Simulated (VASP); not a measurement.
# CaSiH6 (P4/mmm) in VASP: a series of runs

The runs below take CaSiH6 through single point, relaxation of cell and atoms, with r2SCAN+rVV10, PBEsol.

Program: VASP 6.6.1. These are calculated values, not measurements. Logs are shortened: lines on timing, memory, paths and dates and some standing lists are left out, and cuts for length are marked.

## Step 1: The cell of the first run

The structure is tetragonal, space group P4/mmm (No. 123). The conventional cell has a = 3.225 Å, b = 3.225 Å, c = 5.436 Å, α = 90.00°, β = 90.00°, γ = 90.00°. Ca (site symmetry 4/mmm) has 14 H at 2.28 to 2.72 Å within 3.0 Å. Within 2.5 Å of H (site symmetry 4/mmm) lie 8 H at 1.88 Å and 4 Si at 2.28 Å. H (site symmetry 4/mmm) has 4 Ca at 2.28 Å and 8 H at 2.38 Å and 2 Si at 2.72 Å within 3.0 Å. Within 2.5 Å of H (site symmetry 2mm) lie 9 H at 1.88 to 2.38 Å and 2 Si at 1.88 Å and 2 Ca at 2.38 Å. Within 2.5 Å of Si (site symmetry 4/mmm) lie 12 H at 1.88 to 2.28 Å.

## Step 2: Single point, r2SCAN+rVV10

POSCAR

```
CaSiH6
1.0
    3.2247744013      0.0000000000      0.0000000000
    0.0000000000      3.2247744013      0.0000000000
    0.0000000000      0.0000000000      5.4358346077
Ca H Si
1 6 1
Direct
    0.5000000000      0.5000000000      0.5000000000
    0.5000000000      0.5000000000      0.0000000000
    0.0000000000      0.0000000000      0.5000000000
    0.0000000000      0.5000000000      0.1790870729
    0.5000000000      0.0000000000      0.8209129271
    0.5000000000      0.0000000000      0.1790870729
    0.0000000000      0.5000000000      0.8209129271
    0.0000000000      0.0000000000      0.0000000000
```

INCAR.step1

```
SYSTEM = CaSiH6
ALGO     = Normal         ! electronic algorithm
EDIFF    = 1E-4           ! SCF threshold, eV
ENCUT    = 520            ! plane-wave cutoff, eV
GGA      = PE             ! functional
ISMEAR   = -1             ! smearing method
LASPH    = .True.         ! aspherical terms in the spheres
LCHARG   = .False.        ! write CHGCAR
LREAL    = .False.        ! projectors in reciprocal space
LWAVE    = .True.         ! write WAVECAR
NBANDS   = 20             ! bands
NELM     = 60             ! most SCF steps
PREC     = Accurate       ! precision mode
SIGMA    = 0.03           ! smearing width, eV
```

INCAR.step2

```
SYSTEM = CaSiH6
ALGO     = Normal         ! electronic algorithm
BPARAM   = 11.95        
CPARAM   = 0.0093       
EDIFF    = 1E-6           ! SCF threshold, eV
ENCUT    = 520            ! plane-wave cutoff, eV
ISIF     = 2              ! what is computed and relaxed
ISMEAR   = -1             ! smearing method
ISTART   = 1            
IVDW_NL  = 2            
LASPH    = .True.         ! aspherical terms in the spheres
LCHARG   = .False.        ! write CHGCAR
LMIXTAU  = .True.       
LREAL    = .False.        ! projectors in reciprocal space
LUSE_VDW = .True.       
LWAVE    = .False.        ! write WAVECAR
METAGGA  = R2SCAN         ! meta-GGA
NBANDS   = 20             ! bands
NELM     = 60             ! most SCF steps
PREC     = Accurate       ! precision mode
SIGMA    = 0.03           ! smearing width, eV
```

KPOINTS

```
k-points
0
Gamma
  8 8 6
  0 0 0
```

Potentials or basis: VASP PAW PBE potentials, release 64 (Ca_sv, H, Si).

Launch:

```sh
cat potpaw_PBE.64/Ca_sv/POTCAR potpaw_PBE.64/H/POTCAR potpaw_PBE.64/Si/POTCAR > POTCAR
cp INCAR.step1 INCAR
mpirun -np 1 vasp_std > vasp.out
cp INCAR.step2 INCAR
mpirun -np 1 vasp_std > vasp.out
```

OUTCAR:

```text
SYSTEM = CaSiH6
   BPARAM = 11.95
   EDIFF = 1E-6
   ENCUT = 520
   ISIF = 2
   ISMEAR = -1
   ISTART = 1
   IVDW_NL = 2
   LASPH = .True.
   LREAL = .False.
   METAGGA = R2SCAN
   NELM = 60
   PREC = Accurate

 ion  position               nearest neighbor table
   1  0.500  0.500  0.500-
   2  0.500  0.500  0.000-
   3  0.000  0.000  0.500-
   4  0.000  0.500  0.179-   8 1.88   8 1.88
   5  0.500  0.000  0.821-   8 1.88   8 1.88
   6  0.500  0.000  0.179-   8 1.88   8 1.88
   7  0.000  0.500  0.821-   8 1.88   8 1.88
   8  0.000  0.000  0.000-   4 1.88   5 1.88   6 1.88   7 1.88   4 1.88   7 1.88   5 1.88   6 1.88

  LATTYP: Found a simple tetragonal cell.
 ALAT       =     3.2247744013
 C/A-ratio  =     1.6856480272

  Lattice vectors:

 A1 = (   3.2247744013,   0.0000000000,   0.0000000000)
 A2 = (   0.0000000000,   3.2247744013,   0.0000000000)
 A3 = (   0.0000000000,   0.0000000000,   5.4358346077)

Analysis of symmetry for initial positions (statically):
=====================================================================
 Subroutine PRICEL returns:
 Original cell was already a primitive cell.

 Routine SETGRP: Setting up the symmetry group for a
 simple tetragonal supercell.

 Subroutine GETGRP returns: Found 16 space group operations
 (whereof 16 operations were pure point group operations)
 out of a pool of 16 trial point group operations.

The static configuration has the point symmetry D_4h.

Analysis of symmetry for dynamics (positions and initial velocities):
=====================================================================
 Subroutine PRICEL returns:
 Original cell was already a primitive cell.

 Routine SETGRP: Setting up the symmetry group for a
 simple tetragonal supercell.

 Subroutine GETGRP returns: Found 16 space group operations
 (whereof 16 operations were pure point group operations)
 out of a pool of 16 trial point group operations.

The dynamic configuration has the point symmetry D_4h.

 Subroutine INISYM returns: Found 16 space group operations
 (whereof 16 operations are pure point group operations),
 and found     1 'primitive' translations

----------------------------------------------------------------------------------------

                                     Primitive cell

  volume of cell :      56.5282

  direct lattice vectors                    reciprocal lattice vectors
     3.224774401  0.000000000  0.000000000     0.310099212  0.000000000  0.000000000
     0.000000000  3.224774401  0.000000000     0.000000000  0.310099212  0.000000000
     0.000000000  0.000000000  5.435834608     0.000000000  0.000000000  0.183964390

  length of vectors
     3.224774401  3.224774401  5.435834608     0.310099212  0.310099212  0.183964390

  position of ions in fractional coordinates (direct lattice)
     0.500000000  0.500000000  0.500000000
     0.500000000  0.500000000  0.000000000
     0.000000000  0.000000000  0.500000000
     0.000000000  0.500000000  0.179087073
     0.500000000  0.000000000  0.820912927
     0.500000000  0.000000000  0.179087073
     0.000000000  0.500000000  0.820912927
     0.000000000  0.000000000  0.000000000

  ion indices of the primitive-cell ions
   primitive index   ion index
                 1           1
                 2           2
                 3           3
                 4           4
                 5           5
                 6           6
                 7           7
                 8           8

----------------------------------------------------------------------------------------

 KPOINTS: k-points

Automatic generation of k-mesh.
 Grid dimensions read from file:
 generate k-points for:    8    8    6

 Generating k-lattice:

  Cartesian coordinates                     Fractional coordinates (reciprocal lattice)
     0.038762401  0.000000000  0.000000000     0.125000000  0.000000000  0.000000000
     0.000000000  0.038762401  0.000000000     0.000000000  0.125000000  0.000000000
     0.000000000  0.000000000  0.030660732     0.000000000  0.000000000  0.166666667

  Length of vectors
     0.038762401  0.038762401  0.030660732

  Shift w.r.t. Gamma in fractional coordinates (k-lattice)
     0.000000000  0.000000000  0.000000000

 Subroutine IBZKPT returns following result:
 ===========================================

 Found     60 irreducible k-points:

 Following reciprocal coordinates:
            Coordinates               Weight
  0.000000  0.000000  0.000000      1.000000
  0.125000  0.000000  0.000000      4.000000
  0.250000  0.000000  0.000000      4.000000
  0.375000  0.000000  0.000000      4.000000
  0.500000  0.000000  0.000000      2.000000
  0.125000  0.125000  0.000000      4.000000
[... 16 lines left out ...]
  0.375000  0.125000  0.166667     16.000000
  0.500000  0.125000  0.166667      8.000000
 [... further k-points ...]
   k-points           NKPTS =     60   k-points in BZ     NKDIM =     60   number of bands    NBANDS=     20
   number of dos      NEDOS =    301   number of ions     NIONS =      8
   total plane-waves  NPLWV =  23040
   dimension x,y,z NGX =    24 NGY =   24 NGZ =   40
   dimension x,y,z NGXF=    48 NGYF=   48 NGZF=   80
   ions per type =               1   6   1
   NGX,Y,Z   is equivalent  to a cutoff of  12.37, 12.37, 12.23 a.u.
   NGXF,Y,Z  is equivalent  to a cutoff of  24.75, 24.75, 24.47 a.u.
 SYSTEM =  CaSiH6
   PREC   = accura    normal or accurate (medium, high low for compatibility)
   ISTART =      1    job   : 0-new  1-cont  2-samecut
   ICHARG =      0    charge: 1-file 2-atom 10-const
   ISPIN  =      1    spin polarized calculation?
   LNONCOLLINEAR =      F non collinear calculations
   LSORBIT =      F    spin-orbit coupling
   LASPH  =      T    aspherical Exc in radial PAW
   ENCUT  =  520.0 eV  38.22 Ry    6.18 a.u.   6.00  6.00 10.11*2*pi/ulx,y,z
   NELM   =     60;   NELMIN=  2; NELMDL=  0     # of ELM steps
   EDIFF  = 0.1E-05   stopping-criterion for ELM
   LREAL  =      F    real-space projection
   EDIFFG = 0.1E-04   stopping-criterion for IOM
   NSW    =      0    number of steps for IOM
   IBRION =     -1    ionic relax: 0-MD 1-quasi-New 2-CG
   NFREE  =      0    steps in history (QN), initial steepest desc. (CG)
   ISIF   =      2    stress and relaxation
   ISYM   =      2    0-nonsym 1-usesym 2-fastsym
   POTIM  = 0.5000    time-step for ionic-motion
   TEBEG  =    0.0;   TEEND  =   0.0 temperature during run
   PSTRESS=    0.0 pullay stress
   NELECT =      20.0000    total number of electrons
   NUPDOWN=      -1.0000    fix difference up-down
   EMIN   =  10.00;   EMAX   =-10.00  energy-range for DOS
   EFERMI =   0.00;   METHOD = LEGACY
   ISMEAR =    -1;   SIGMA  =   0.03  broadening in eV -4-tet -1-fermi 0-gaus
   EFERMI_NEDOS =   21; number of points for ismear=-14 and -15
   IALGO  =     38    algorithm
   IMIX   =      4    mixing-type and parameters
     AMIX     =   0.40;   BMIX     =  1.00
     AMIX_MAG =   1.60;   BMIX_MAG =  1.00
  volume/ion in A,a.u.               =       7.07        47.68
  Fermi-wavevector in a.u.,A,eV,Ry     =   1.157879  2.188074 18.241112  1.340684
  Thomas-Fermi vector in A             =   2.294486
   LORBIT       =      0    0 simple, 1 ext, 2 COOP (PROOUT), +10 PAW based schemes
   METAGGA = R2SCAN    functional components
   LHFCALC =     F    Hartree Fock is set to
   AEXX    =    0.0000 exact exchange contribution
   IVDW_NL    =     2    kernel type
   BPARAM     =11.9500
   IVDW    =     0    specifies the selected vdW correction
   LEPSILON=     F    determine dielectric tensor
   LRPA    =     F    only Hartree local field effects (RPA)
 non-spin polarized calculation
  energy-cutoff  :      520.00
  volume of cell :       56.53
 maximum number of plane-waves:      1552
 NGX is ok and might be reduce to    24
   NGX = 11   NGY = 11   NGZ = 21

 number of electron      19.9999995 magnetization

 Free energy of the ion-electron system (eV)
  ---------------------------------------------------
  ext. energy  EPLUGINS =         0.00000000
  ---------------------------------------------------
  free energy    TOTEN  =       -33.31704915 eV

  energy without entropy =      -33.31540733  energy(sigma->0) =      -33.31622824

 E-fermi :   4.4989     XC(G=0): -10.9873

 val. band max:        4.4624768363   @ k =   0.1250   0.0000   0.5000
 cond. band min:       4.5266341918   @ k =   0.5000   0.1250   0.1667
 fundamental gap:      0.0641573556
 Fermi energy:         4.4989405749

 k-point     1 :       0.0000    0.0000    0.0000
  band No.  band energies     occupation
      1     -37.2906      2.00000
      2     -17.5503      2.00000
      3     -17.2336      2.00000
      4     -17.2336      2.00000
      5      -9.1545      2.00000
      6      -2.6432      2.00000
[... 12 lines left out ...]
     19      14.4987      0.00000
     20      15.9613      0.00000

 k-point     2 :       0.1250    0.0000    0.0000
  band No.  band energies     occupation
      1     -37.2826      2.00000
      2     -17.5377      2.00000
      3     -17.3181      2.00000
      4     -17.2264      2.00000
      5      -8.9224      2.00000
      6      -2.4833      2.00000
[... 12 lines left out ...]
     19      13.1916      0.00000
     20      16.4101      0.00000

 k-point     3 :       0.2500    0.0000    0.0000
  band No.  band energies     occupation
      1     -37.2631      2.00000
      2     -17.5163      2.00000
      3     -17.5072      2.00000
      4     -17.2088      2.00000
      5      -8.2349      2.00000
      6      -2.0163      2.00000
[... 12 lines left out ...]
     19      13.0282      0.00000
     20      15.6232      0.00000

 k-point     4 :       0.3750    0.0000    0.0000
  band No.  band energies     occupation
      1     -37.2434      2.00000
      2     -17.7072      2.00000
      3     -17.4765      2.00000
      4     -17.1911      2.00000
      5      -7.1157      2.00000
      6      -3.6047      2.00000
[... 429 lines left out ...]
 k-point    23 :       0.3750    0.1250    0.1667
  band No.  band energies     occupation
      1     -37.2359      2.00000
      2     -17.6908      2.00000
      3     -17.4682      2.00000
      4     -17.2655      2.00000
      5      -6.8635      2.00000
      6      -3.3993      2.00000
[... 12 lines left out ...]
     19      13.0209      0.00000
     20      15.0441      0.00000

 k-point    24 :       0.5000    0.1250    0.1667
  band No.  band energies     occupation
      1     -37.2278      2.00000
      2     -17.7664      2.00000
      3     -17.4552      2.00000
      4     -17.2567      2.00000
      5      -5.6263      2.00000
      6      -5.0032      2.00000
[... 12 lines left out ...]
     19      13.2158      0.00000
     20      14.9565      0.00000

 [... further k-points ...]
[... 5 lines left out ...]
  --------------------------------------------------------------------------------------
  -------------------------------------------------------------------------------------
  Total        0.0566624      0.0566624      0.0175897      0.0000000      0.0000000      0.0000000
  in kB        1.6059826      1.6059826      0.4985445      0.0000000      0.0000000      0.0000000
  external PRESSURE =       1.2368366 kB  Pullay stress =       0.0000000 kB

 VOLUME and BASIS-vectors are now :
 -----------------------------------------------------------------------------
  energy-cutoff  :      520.00
  volume of cell :       56.53
      direct lattice vectors                 reciprocal lattice vectors
     3.224774401  0.000000000  0.000000000     0.310099212  0.000000000  0.000000000
     0.000000000  3.224774401  0.000000000     0.000000000  0.310099212  0.000000000
     0.000000000  0.000000000  5.435834608     0.000000000  0.000000000  0.183964390

 POSITION                                       TOTAL-FORCE (eV/Angst)
 -----------------------------------------------------------------------------------
      1.61239      1.61239      2.71792         0.000000     -0.000000      0.000000
      1.61239      1.61239      0.00000         0.000000     -0.000000      0.000000
      0.00000      0.00000      2.71792         0.000000     -0.000000      0.000000
      0.00000      1.61239      0.97349         0.000000     -0.000000     -0.008206
      1.61239      0.00000      4.46235         0.000000     -0.000000      0.008206
      1.61239      0.00000      0.97349         0.000000      0.000000     -0.008206
      0.00000      1.61239      4.46235        -0.000000     -0.000000      0.008206
      0.00000      0.00000      0.00000         0.000000     -0.000000      0.000000
 -----------------------------------------------------------------------------------
    total drift:                                0.000000      0.000000     -0.000000

  FREE ENERGIE OF THE ION-ELECTRON SYSTEM (eV)
  ---------------------------------------------------
  free  energy   TOTEN  =       -33.3170491461 eV

  energy  without entropy=      -33.3154073281  energy(sigma->0) =      -33.31622824
```

Run time: 4.7 min. Hardware: 1 thread of Oxide Virtual Turin-like, shared host; peak memory 0.28 GiB.

Results:

- Free energy: -33.3170 eV
- Pressure: 0.1 GPa
- Largest force: 0.008 eV/Å
- Band gap on the k mesh: zero (bands 10 and 11 overlap by 4.65 eV)

Forces in eV/Å, atoms in the order of the input:
```
Ca   0.000  0.000  0.000
H    0.000  0.000  0.000
H    0.000  0.000  0.000
H    0.000  0.000 -0.008
H    0.000  0.000  0.008
H    0.000  0.000 -0.008
H    0.000  0.000  0.008
Si   0.000  0.000  0.000
```

Stress tensor (GPa, compression positive):
```
0.16 0.00 0.00
0.00 0.16 0.00
0.00 0.00 0.05
```

Caveat: the PAW data sets were made with another functional, which shifts forces and pressure a little.

## Step 3: Relaxation of cell and atoms, PBEsol

This run uses another cell than the first one, of 13.00 Å³/atom.

INCAR

```
PREC = Accurate ; ENCUT = 600
EDIFF = 1E-6 ; ISMEAR = -1
SIGMA = 0.03 ; LREAL = F
LASPH = T ; NELM = 100
ALGO = Normal ; ISIF = 3
LWAVE = F ; LCHARG = F
GGA = PS ; IBRION = 2
NSW = 100 ; EDIFFG = -0.01
```

KPOINTS

```
regular mesh
0
Gamma
  6 6 4
```

POSCAR

```
CaSiH6
1.0
    3.6009936600      0.0000000000      0.0000000000
    0.0000000000      3.6009936600      0.0000000000
    0.0000000000      0.0000000000      8.0173748200
Ca H Si
1 6 1
Direct
    0.5000000000      0.5000000000      0.5000000000
    0.5000000000      0.5000000000      0.0000000000
    0.0000000000      0.0000000000      0.5000000000
    0.0000000000      0.5000000000      0.2510972600
    0.5000000000      0.0000000000      0.7489027400
    0.5000000000      0.0000000000      0.2510972600
    0.0000000000      0.5000000000      0.7489027400
    0.0000000000      0.0000000000      0.0000000000
```

Potentials or basis: VASP PAW PBE potentials, release 64 (Ca_sv, H, Si).

Launch:

```sh
cat potpaw_PBE.64/Ca_sv/POTCAR potpaw_PBE.64/H/POTCAR potpaw_PBE.64/Si/POTCAR > POTCAR
mpirun -np 1 vasp_std > vasp.out
```

Run time: 24 min. Hardware: 1 thread of Oxide Virtual Turin-like, shared host; peak memory 0.25 GiB.

It converged, with:

```
Free energy                           : -25.8234 eV
Relaxed volume                        : 6.98 Å³/atom
Relaxed cell                          : a = 3.239 Å, b = 3.239 Å, c = 5.320 Å, α = 90.00°, β = 90.00°, γ = 90.00°
Space group after relaxing (to 0.1 Å) : P4/mmm (No. 123)
Energy gained by relaxing             : 625.4 meV/atom
Ionic steps                           : 26
Pressure after relaxing               : 0.0 GPa
Largest force after relaxing          : 0.004 eV/Å
Band gap on the k mesh                : zero (bands 10 and 11 overlap by 4.23 eV)
```

Forces in eV/Å, atoms in the order of the input:
```
Ca   0.000  0.000  0.000
H    0.000  0.000  0.000
H    0.000  0.000  0.000
H    0.000  0.000 -0.004
H    0.000  0.000  0.004
H    0.000  0.000 -0.004
H    0.000  0.000  0.004
Si   0.000  0.000  0.000
```

The path:
| step | energy change (eV) | largest force (eV/Å) | pressure (GPa) | volume (Å³) |
| --- | --- | --- | --- | --- |
| 1 | 0.0000 | 0.2492 | -13.62 | 103.96 |
| 2 | -1.3453 | 0.3893 | -12.91 | 88.21 |
| 3 | -2.7480 | 1.0533 | 12.87 | 50.60 |
| 4 | -2.9702 | 0.8016 | -2.33 | 61.60 |
| 5 | -3.0006 | 0.8563 | 0.45 | 58.75 |
| 6 | -3.2101 | 0.7543 | 0.94 | 57.81 |
| 7 | -3.8455 | 0.6378 | 3.27 | 55.01 |
| 8 | -3.8163 | 1.5415 | 21.79 | 49.49 |
| 9 | -4.1862 | 0.3916 | 6.52 | 53.12 |
| 10 | -4.3088 | 0.3417 | 12.47 | 51.30 |
| 11 | -4.3201 | 0.0698 | 10.34 | 51.85 |
| 12 | -4.4248 | 0.2545 | 10.46 | 52.04 |
| 13 | -4.5195 | 0.9176 | 11.22 | 52.57 |
| 14 | -4.5339 | 0.7109 | 10.96 | 52.43 |
| 15 | -4.6547 | 0.6208 | 8.63 | 53.37 |
| 16 | -4.8861 | 0.3962 | 2.27 | 56.24 |
| 17 | -4.8508 | 0.0804 | -6.64 | 62.16 |
| 18 | -4.9400 | 0.2311 | -2.62 | 59.01 |
| 19 | -4.9410 | 0.2504 | -2.07 | 58.66 |
| 20 | -4.9540 | 0.2234 | -1.83 | 58.31 |
| 21 | -4.9835 | 0.1366 | -1.01 | 57.25 |
| 22 | -4.9999 | 0.0443 | 1.00 | 55.16 |
| 23 | -5.0013 | 0.0059 | 0.45 | 55.66 |
| 24 | -5.0013 | 0.0009 | 0.53 | 55.59 |
| 25 | -5.0031 | 0.0030 | 0.14 | 55.75 |
| 26 | -5.0033 | 0.0038 | -0.03 | 55.83 |

Final structure:
```yaml
crystal:
  lattice:
    - [3.23940, 0.00000, 0.00000]
    - [0.00000, 3.23940, 0.00000]
    - [0.00000, 0.00000, 5.32026]
  atoms:
    - { symbol: Ca, position: [0.50000, 0.50000, 0.50000] }
    - { symbol: H, position: [0.50000, 0.50000, 0.00000] }
    - { symbol: H, position: [0.00000, 0.00000, 0.50000] }
    - { symbol: H, position: [0.00000, 0.50000, 0.18451] }
    - { symbol: H, position: [0.50000, 0.00000, 0.81549] }
    - { symbol: H, position: [0.50000, 0.00000, 0.18451] }
    - { symbol: H, position: [0.00000, 0.50000, 0.81549] }
    - { symbol: Si, position: [0.00000, 0.00000, 0.00000] }
```

Levels at points of the mesh, in eV from the Fermi level:
```csv
k point,band 8,band 9,band 10,band 11,band 12,band 13
"(0.00, 0.00, 0.00)",-2.57,1.36,1.59,1.89,1.89,3.35
"(0.50, 0.00, 0.00)",-2.75,-1.94,0.21,3.05,3.07,3.63
"(0.50, 0.50, 0.00)",-4.29,-2.91,-2.91,-2.35,0.27,6.51
"(0.00, 0.00, 0.50)",-2.07,-0.14,0.61,1.59,1.59,3.80
"(0.50, 0.00, 0.50)",-3.91,0.12,1.61,1.92,2.87,3.53
"(0.50, 0.50, 0.50)",-4.17,-3.98,-2.31,-2.31,2.77,3.48
```

Caveat: the volume moved by over 15 % at a fixed basis, so the end points are rough; the PAW data sets were made with another functional, which shifts forces and pressure a little.

(Part 1 of 2 ends here.)

The gap in the log of VASP goes by the Fermi energy; the results here count the filled bands.